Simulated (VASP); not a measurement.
# Sn (P1) in VASP: single point with PBEsol

Aim: the single point of Sn with PBEsol.

Program: VASP 6.6.1. These are calculated values, not measurements. Logs are shortened: lines on timing, memory, paths and dates and some standing lists are left out, and cuts for length are marked.

### 1 The cell of the first run

The typed cell holds 16 atoms: a = 9.282 Å, b = 9.282 Å, c = 9.282 Å, α = 60.00°, β = 60.00°, γ = 60.00°.

### 2 Single point, PBEsol

Input file INCAR:

```
SYSTEM = Sn
ALGO = Normal ; EDIFF = 1E-6
ENCUT = 520 ; GGA = PS
ISIF = 2 ; ISMEAR = -1
LASPH = .True. ; LCHARG = .False.
LREAL = Auto ; LWAVE = .False.
NBANDS = 126 ; NELM = 100
PREC = Accurate ; SIGMA = 0.0517
```

Input file KPOINTS:

```
Automatic mesh
0
Gamma
  2 2 2
  0.5 0.5 0.5
```

Input file POSCAR:

```
Sn
1.0
   -6.5632914754     -6.5632914754      0.0000000000
    0.0000000000     -6.5632914754      6.5632914754
   -6.5632914754      0.0000000000      6.5632914754
Sn
16
Direct
    0.7539572208      0.2654529372      0.2483377443
    0.2593156965      0.2531084451      0.2165007459
    0.7467778200      0.7550668012      0.2399519366
    0.2686438667      0.7438633525      0.2426896636
    0.7406912398      0.2603261651      0.7671173098
    0.2623166298      0.2427846616      0.7296618652
    0.7396798570      0.7575469593      0.7612252966
    0.2635382729      0.7263836320      0.7605449977
    0.3908717158      0.3723250764      0.3461903236
    0.8632747793      0.3877328943      0.3859606128
    0.3712525962      0.8735418839      0.3751926925
    0.8899949091      0.8549524307      0.3750945710
    0.3878814478      0.3797734733      0.8403685896
    0.9017126578      0.3626185137      0.8703733518
    0.3383065507      0.8829696992      0.8833015449
    0.8607835750      0.8819909220      0.8848385786
```

Potentials or basis: VASP PAW PBE potentials, release 64 (Sn_d).

Launch:

```bash
> cat potpaw_PBE.64/Sn_d/POTCAR > POTCAR
> mpirun -np 1 vasp_std > vasp.out
```

OUTCAR:

```text
SYSTEM = Sn
   EDIFF = 1E-6
   ENCUT = 520
   GGA = PS
   ISIF = 2
   ISMEAR = -1
   LASPH = .True.
   LREAL = Auto
   NELM = 100
   PREC = Accurate

 ion  position               nearest neighbor table
   1  0.754  0.265  0.248-   9 2.77  10 2.80  14 2.87  12 3.11
   2  0.259  0.253  0.217-  13 2.85   9 2.88  11 2.89  10 3.02
   3  0.747  0.755  0.240-  16 2.69  10 2.79  11 2.85  12 2.87
   4  0.269  0.744  0.243-  15 2.75  11 2.77   9 2.82  12 2.87
   5  0.741  0.260  0.767-  13 2.70  14 2.80  16 2.87  10 2.89
   6  0.262  0.243  0.730-  14 2.74  15 2.75  13 2.83   9 2.91
[... 8 lines left out ...]
  15  0.338  0.883  0.883-   8 2.71   6 2.75   4 2.75   7 3.05
  16  0.861  0.882  0.885-   3 2.69   7 2.80   5 2.87   8 3.06

  LATTYP: Found a face centered cubic cell.
 ALAT       =    13.1265829508

  Lattice vectors:

 A1 = (  -6.5632914754,  -6.5632914754,   0.0000000000)
 A2 = (   0.0000000000,  -6.5632914754,   6.5632914754)
 A3 = (  -6.5632914754,   0.0000000000,   6.5632914754)

Analysis of symmetry for initial positions (statically):
=====================================================================
 Subroutine PRICEL returns:
 Original cell was already a primitive cell.

 Routine SETGRP: Setting up the symmetry group for a
 face centered cubic supercell.

 Subroutine GETGRP returns: Found  1 space group operations
 (whereof  1 operations were pure point group operations)
 out of a pool of 48 trial point group operations.

The static configuration has the point symmetry C_1 .

Analysis of symmetry for dynamics (positions and initial velocities):
=====================================================================
 Subroutine PRICEL returns:
 Original cell was already a primitive cell.

 Routine SETGRP: Setting up the symmetry group for a
 face centered cubic supercell.

 Subroutine GETGRP returns: Found  1 space group operations
 (whereof  1 operations were pure point group operations)
 out of a pool of 48 trial point group operations.

The dynamic configuration has the point symmetry C_1 .

 Subroutine INISYM returns: Found  1 space group operations
 (whereof  1 operations are pure point group operations),
 and found     1 'primitive' translations

----------------------------------------------------------------------------------------

                                     Primitive cell

  volume of cell :     565.4511

  direct lattice vectors                    reciprocal lattice vectors
    -6.563291475 -6.563291475  0.000000000    -0.076181288 -0.076181288 -0.076181288
     0.000000000 -6.563291475  6.563291475     0.076181288 -0.076181288  0.076181288
    -6.563291475  0.000000000  6.563291475    -0.076181288  0.076181288  0.076181288

  length of vectors
     9.281895818  9.281895818  9.281895818     0.131949862  0.131949862  0.131949862

  position of ions in fractional coordinates (direct lattice)
     0.753957221  0.265452937  0.248337744
     0.259315697  0.253108445  0.216500746
     0.746777820  0.755066801  0.239951937
     0.268643867  0.743863353  0.242689664
     0.740691240  0.260326165  0.767117310
     0.262316630  0.242784662  0.729661865
[... 8 lines left out ...]
     0.338306551  0.882969699  0.883301545
     0.860783575  0.881990922  0.884838579

  ion indices of the primitive-cell ions
   primitive index   ion index
                 1           1
                 2           2
                 3           3
                 4           4
                 5           5
                 6           6
[... 8 lines left out ...]
                15          15
                16          16

----------------------------------------------------------------------------------------

 KPOINTS: Automatic mesh

Automatic generation of k-mesh.
 Grid dimensions read from file:
 generate k-points for:    2    2    2

 Generating k-lattice:

  Cartesian coordinates                     Fractional coordinates (reciprocal lattice)
    -0.038090644 -0.038090644 -0.038090644     0.500000000  0.000000000  0.000000000
     0.038090644 -0.038090644  0.038090644     0.000000000  0.500000000  0.000000000
    -0.038090644  0.038090644  0.038090644     0.000000000  0.000000000  0.500000000

  Length of vectors
     0.065974931  0.065974931  0.065974931

  Shift w.r.t. Gamma in fractional coordinates (k-lattice)
     0.500000000  0.500000000  0.500000000

 Subroutine IBZKPT returns following result:
 ===========================================

 Found     16 irreducible k-points:

 Following reciprocal coordinates:
            Coordinates               Weight
  0.250000  0.250000  0.250000      2.000000
  0.250000  0.000000  0.000000      2.000000
  0.000000  0.000000 -0.250000      2.000000
  0.000000  0.250000  0.000000      2.000000
 -0.250000  0.250000  0.250000      2.000000
  0.250000 -0.250000  0.250000      2.000000
[... 8 lines left out ...]
  0.000000  0.250000  0.500000      2.000000
  0.500000  0.250000  0.000000      2.000000
   k-points           NKPTS =     16   k-points in BZ     NKDIM =     16   number of bands    NBANDS=    126
   number of dos      NEDOS =    301   number of ions     NIONS =     16
   total plane-waves  NPLWV = 343000
   dimension x,y,z NGX =    70 NGY =   70 NGZ =   70
   dimension x,y,z NGXF=   140 NGYF=  140 NGZF=  140
   ions per type =              16
   NGX,Y,Z   is equivalent  to a cutoff of  12.54, 12.54, 12.54 a.u.
   NGXF,Y,Z  is equivalent  to a cutoff of  25.08, 25.08, 25.08 a.u.
 SYSTEM =  Sn
   PREC   = accura    normal or accurate (medium, high low for compatibility)
   ISTART =      0    job   : 0-new  1-cont  2-samecut
   ICHARG =      2    charge: 1-file 2-atom 10-const
   ISPIN  =      1    spin polarized calculation?
   LNONCOLLINEAR =      F non collinear calculations
   LSORBIT =      F    spin-orbit coupling
   LASPH  =      T    aspherical Exc in radial PAW
   ENCUT  =  520.0 eV  38.22 Ry    6.18 a.u.  17.26 17.26 17.26*2*pi/ulx,y,z
   NELM   =    100;   NELMIN=  2; NELMDL= -5     # of ELM steps
   EDIFF  = 0.1E-05   stopping-criterion for ELM
   LREAL  =      T    real-space projection
   EDIFFG = 0.1E-04   stopping-criterion for IOM
   NSW    =      0    number of steps for IOM
   IBRION =     -1    ionic relax: 0-MD 1-quasi-New 2-CG
   NFREE  =      0    steps in history (QN), initial steepest desc. (CG)
   ISIF   =      2    stress and relaxation
   ISYM   =      2    0-nonsym 1-usesym 2-fastsym
   POTIM  = 0.5000    time-step for ionic-motion
   TEBEG  =    0.0;   TEEND  =   0.0 temperature during run
   PSTRESS=    0.0 pullay stress
   NELECT =     224.0000    total number of electrons
   NUPDOWN=      -1.0000    fix difference up-down
   EMIN   =  10.00;   EMAX   =-10.00  energy-range for DOS
   EFERMI =   0.00;   METHOD = LEGACY
   ISMEAR =    -1;   SIGMA  =   0.05  broadening in eV -4-tet -1-fermi 0-gaus
   EFERMI_NEDOS =   21; number of points for ismear=-14 and -15
   IALGO  =     38    algorithm
   IMIX   =      4    mixing-type and parameters
     AMIX     =   0.40;   BMIX     =  1.00
     AMIX_MAG =   1.60;   BMIX_MAG =  1.00
  volume/ion in A,a.u.               =      35.34       238.49
  Fermi-wavevector in a.u.,A,eV,Ry     =   1.202336  2.272085 19.668740  1.445612
  Thomas-Fermi vector in A             =   2.338120
   LORBIT       =      0    0 simple, 1 ext, 2 COOP (PROOUT), +10 PAW based schemes
   GGA     = PS    functional components
   LHFCALC =     F    Hartree Fock is set to
   AEXX    =    0.0000 exact exchange contribution
   IVDW    =     0    specifies the selected vdW correction
   LEPSILON=     F    determine dielectric tensor
   LRPA    =     F    only Hartree local field effects (RPA)
 non-spin polarized calculation
  energy-cutoff  :      520.00
  volume of cell :      565.45
 maximum number of plane-waves:     15226
 NGX is ok and might be reduce to    70
   NGX = 35   NGY = 35   NGZ = 35

 number of electron     224.0000004 magnetization

 Free energy of the ion-electron system (eV)
  ---------------------------------------------------
  ext. energy  EPLUGINS =         0.00000000
  ---------------------------------------------------
  free energy    TOTEN  =       -66.49801590 eV

  energy without entropy =      -66.46722254  energy(sigma->0) =      -66.48261922

 E-fermi :   5.1012     XC(G=0):  -8.9289

 val. band max:        5.0404939759   @ k =   0.2500   0.2500   0.2500
 cond. band min:       5.1187109027   @ k =   0.2500   0.2500   0.2500
 fundamental gap:      0.0782169269
 Fermi energy:         5.1011907510

 k-point     1 :       0.2500    0.2500    0.2500
  band No.  band energies     occupation
      1     -16.7989      2.00000
      2     -16.7183      2.00000
      3     -16.6868      2.00000
      4     -16.6617      2.00000
      5     -16.6403      2.00000
      6     -16.5803      2.00000
[... 116 lines left out ...]
    123       6.8532      0.00000
    124       7.5437      0.00000

 k-point     2 :       0.2500    0.0000    0.0000
  band No.  band energies     occupation
      1     -16.7990      2.00000
      2     -16.7171      2.00000
      3     -16.6837      2.00000
      4     -16.6618      2.00000
      5     -16.6374      2.00000
      6     -16.5789      2.00000
[... 1894 lines left out ...]
    123       7.8362      0.00000
    124       7.9659      0.00000
 [bands above 124 left out]

------------------------ aborting loop because EDIFF is reached ----------------------------------------

  FORCE on cell =-STRESS in cart. coord.  units (eV):
  Direction    XX          YY          ZZ          XY          YZ          ZX
  --------------------------------------------------------------------------------------
  -------------------------------------------------------------------------------------
  Total        0.4366204      0.4807109      0.3197138      0.7132634     -2.3228906     -1.1466029
  in kB        1.2371420      1.3620701      0.9058929      2.0209959     -6.5817937     -3.2488418
  external PRESSURE =       1.1683683 kB  Pullay stress =       0.0000000 kB

 VOLUME and BASIS-vectors are now :
 -----------------------------------------------------------------------------
  energy-cutoff  :      520.00
  volume of cell :      565.45
      direct lattice vectors                 reciprocal lattice vectors
    -6.563291475 -6.563291475  0.000000000    -0.076181288 -0.076181288 -0.076181288
     0.000000000 -6.563291475  6.563291475     0.076181288 -0.076181288  0.076181288
    -6.563291475  0.000000000  6.563291475    -0.076181288  0.076181288  0.076181288

 POSITION                                       TOTAL-FORCE (eV/Angst)
 -----------------------------------------------------------------------------------
     -6.57835     -6.69069      3.37216        -0.602095      0.300962     -0.990689
     -3.12292     -3.36319      3.08218        -0.028523      0.435615      0.603746
     -6.47620     -9.85704      6.53060        -0.614072      0.227023      0.836989
     -3.35603     -6.64538      6.47504         0.101770      0.621078      0.273479
     -9.89619     -6.56997      6.74341        -0.430308     -0.509221     -0.874315
     -6.51064     -3.31513      6.38245         0.286996     -0.796020     -0.289655
[... 8 lines left out ...]
     -8.01777     -8.01559     11.59255        -1.024766     -0.849320     -0.554202
    -11.45703    -11.43834     11.59622         0.142433     -0.900790     -0.917383
 -----------------------------------------------------------------------------------
    total drift:                               -0.010104     -0.012606     -0.028183

  FREE ENERGIE OF THE ION-ELECTRON SYSTEM (eV)
  ---------------------------------------------------
  free  energy   TOTEN  =       -66.4980159024 eV

  energy  without entropy=      -66.4672225397  energy(sigma->0) =      -66.48261922
```

Run time: 64 min. Hardware: 1 thread of Intel Xeon 8259CL, shared host; peak memory 1.1 GiB.

What came out:

```yaml
Free_energy: -66.4980 eV
Pressure: 0.1 GPa
Largest_force: 2.062 eV/Å
```

Forces in eV/Å, atoms in the order of the input:
```
Sn  -0.602  0.301 -0.991
Sn  -0.029  0.436  0.604
Sn  -0.614  0.227  0.837
Sn   0.102  0.621  0.273
Sn  -0.430 -0.509 -0.874
Sn   0.287 -0.796 -0.290
Sn   0.417  0.451 -0.534
Sn   1.927 -0.216  0.702
Sn   0.173  0.533  0.027
Sn  -0.575 -0.212 -0.573
Sn  -0.272 -0.283  0.461
Sn   0.317 -0.183  0.780
Sn  -0.384  1.327 -0.239
Sn   0.567  0.054  1.288
Sn  -1.025 -0.849 -0.554
Sn   0.142 -0.901 -0.917
```

Levels at points of the mesh, in eV from the Fermi level:
```tsv
k point	band 110	band 111	band 112	band 113	band 114	band 115
(0.25, 0.25, 0.25)	-0.79	-0.06	0.02	0.04	0.47	0.57
```

Caveat: the k points lie up to 0.41 Å⁻¹ apart; the atoms stand as in a frame of molecular dynamics; the PAW data sets were made with another functional, which shifts forces and pressure a little; spin-orbit coupling is left out, which moves the levels of the heavy elements.
